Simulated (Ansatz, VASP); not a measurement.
**One calculation of BaTiO3, two programs**

File INCAR:

```
ALGO = Normal
EDIFF = 1E-6
EDIFFG = -0.005
ENCUT = 600
GGA = PE
IBRION = 2
ISIF = 3
ISMEAR = 0
LASPH = T
LCHARG = F
LREAL = F
LWAVE = F
NELM = 100
NSW = 100
PREC = Accurate
SIGMA = 0.02
```

The input KPOINTS:

```
k-points
0
Gamma
  8 8 8
```

POSCAR

```
BaTiO3
1.0
    3.9903792100      0.0000000000      0.0000000000
    0.0000000000      3.9903792100      0.0000000000
    0.0000000000      0.0000000000      4.1026553900
Ba Ti O
1 1 3
Direct
    0.5000000000      0.5000000000      0.5825414600
    0.0000000000      0.0000000000      0.1000427000
    0.0000000000      0.5000000000      0.0642205400
    0.5000000000      0.0000000000      0.0642205400
    0.0000000000      0.0000000000      0.5489717500
```

Input for Ansatz:

```yaml
crystal:
  lattice:
    - [3.99037921, 0.0, 0.0]
    - [0.0, 3.99037921, 0.0]
    - [0.0, 0.0, 4.10265539]
  atoms:
    - { symbol: Ba, position: [0.5, 0.5, 0.58254146] }
    - { symbol: Ti, position: [0.0, 0.0, 0.1000427] }
    - { symbol: O, position: [0.0, 0.5, 0.06422054] }
    - { symbol: O, position: [0.5, 0.0, 0.06422054] }
    - { symbol: O, position: [0.0, 0.0, 0.54897175] }
basis:
  ecutwfc: 420
kpoints:
  mp_grid: { grid: [8, 8, 8] }
hamiltonian:
  xc: pbe
scf:
  occupations: { method: gaussian, width: 0.02 }
output:
  forces: true
  stress: true
  eigenvalues: true
relax:
  adjacent_minimum: "off"
  f_tol: 0.005
  max_steps: 80
  cell: { stress_tol: 0.05 }
```

Alike in both runs: task relaxation of cell and atoms; functional PBE; k mesh 8 × 8 × 8; occupations gaussian, width 0.02 eV; no spin polarisation.

|  | VASP | Ansatz |
| --- | --- | --- |
| version | VASP 6.6.1 | Ansatz 0.2.0 |
| potentials or method | VASP PAW PBE potentials, release 64 (Ba_sv, Ti_sv, O), cutoff 600 eV | scalar-relativistic, plane waves, PAW |
| valence electrons in the cell | 40 | 40 |

Ansatz gave:

* gap on the k mesh at the Fermi level, each at its own relaxed structure (eV): 1.84
* relaxed volume (Å³/atom): 13.34
* relaxed cell length with the largest relative difference (Å): 4.200

Task: Which values does VASP return?

Result: gap on the k mesh at the Fermi level, each at its own relaxed structure (eV): 1.77; relaxed volume (Å³/atom): 13.48; relaxed cell length with the largest relative difference (Å): 4.222.

Spin-orbit coupling is off throughout.
